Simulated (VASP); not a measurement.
Set up this calculation in VASP 6.6.1, as the native input.

| Property | Result |
| --- | --- |
| Task | single point |
| Functional | PBEsol |
| Potentials or basis | VASP PAW PBE potentials, release 64 (Mo_sv) |
| Cutoff | 520 eV |
| k mesh | 18 × 18 × 18 |
| Occupations | gaussian, width 0.15 eV |
| Spin | no spin polarisation |
| Dipole correction | no |
| Further INCAR settings | ALGO = Fast; EDIFF = 1e-06; NBANDS = 13 |

The structure of Mo lies in POSCAR:

```
Mo
1.0
    2.7765430532      0.0000000000      0.0000000000
   -1.3882715266      2.4045568187      0.0000000000
    0.0000000000      0.0000000000      2.6318361210
Mo
1
Direct
    0.0000000000      0.0000000000      0.5000000000
```

This cell differs from its parent crystal: strain +0.015 along x and y, +0.030 along z.

These files were run (other wordings do the same):

INCAR

```
SYSTEM = Mo
PREC = Accurate
ENCUT = 520
EDIFF = 1E-6
ISMEAR = 0
SIGMA = 0.15
LREAL = .FALSE.
LASPH = .TRUE.
NELM = 100
ALGO = Fast
ISIF = 2
LWAVE = .FALSE.
LCHARG = .TRUE.
GGA = PS
LELF = .TRUE.
LVHAR = .TRUE.
NBANDS = 13
```

KPOINTS

```
regular mesh
0
G
  18 18 18
  0 0 0
```

Potentials or basis: VASP PAW PBE potentials, release 64 (Mo_sv).

The run is started by

```bash
$ cat potpaw_PBE.64/Mo_sv/POTCAR > POTCAR
$ mpirun -np 1 vasp_std > vasp.out
```

Results of the run:

The pressure is -14.3 GPa and the band gap on the k mesh is zero (band 7 reaches 11.31 eV, above the bottom of band 8 at 9.77 eV).

Caveat: the cell differs from its parent crystal (strain +0.015 along x and y, +0.030 along z); the PAW data sets were made with another functional, which shifts forces and pressure a little.

Run time: 42 s on 1 thread of AMD EPYC 9R45 96-Core Processor (Zen 5) (shared host), peak memory 0.16 GiB.
